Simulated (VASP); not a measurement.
SnTe3, 4 atoms in the cell. Symmetry: P6/mmm, No. 191, hexagonal system. Conventional cell: a = 6.388 Å, b = 6.388 Å, c = 5.465 Å, α = 90.00°, β = 90.00°, γ = 120.00°. Sn (site symmetry 6/mmm) has 6 Te at 3.19 Å within 4.2 Å. Te (site symmetry mmm) has 4 Te at 3.19 Å and 2 Sn at 3.19 Å within 4.2 Å. The cell was generated, and may not be a known phase.

| Property | Result |
| --- | --- |
| Program | VASP 6.6.1 |
| Task | relaxation of cell and atoms |
| Functional | PBE |
| Potentials or basis | VASP PAW PBE potentials, release 64 (Sn_d, Te) |
| Cutoff | 600 eV |
| k mesh | 12 × 12 × 8 |
| Occupations | gaussian, width 0.1 eV |
| Spin | no spin polarisation |
| Dipole correction | no |
| Further INCAR settings | ALGO = Normal; EDIFF = 1e-07; IBRION = 2; EDIFFG = -0.01; NSW = 100; ISIF = 3 |

Potentials or basis: VASP PAW PBE potentials, release 64 (Sn_d, Te).

The run is started by

```bash
$ cat potpaw_PBE.64/Sn_d/POTCAR potpaw_PBE.64/Te/POTCAR > POTCAR
$ mpirun -np 1 vasp_std > vasp.out
```

Hardware: 1 thread of Intel(R) Xeon(R) 6975P-C (Granite Rapids), with other jobs on the host.

Task: How long does it take, and how much memory?

Result: It took 39 min on 1 thread of Intel(R) Xeon(R) 6975P-C (Granite Rapids) (shared host), peak memory 0.69 GiB. Counts: scf iterations 101, k points 95, ion steps 11.
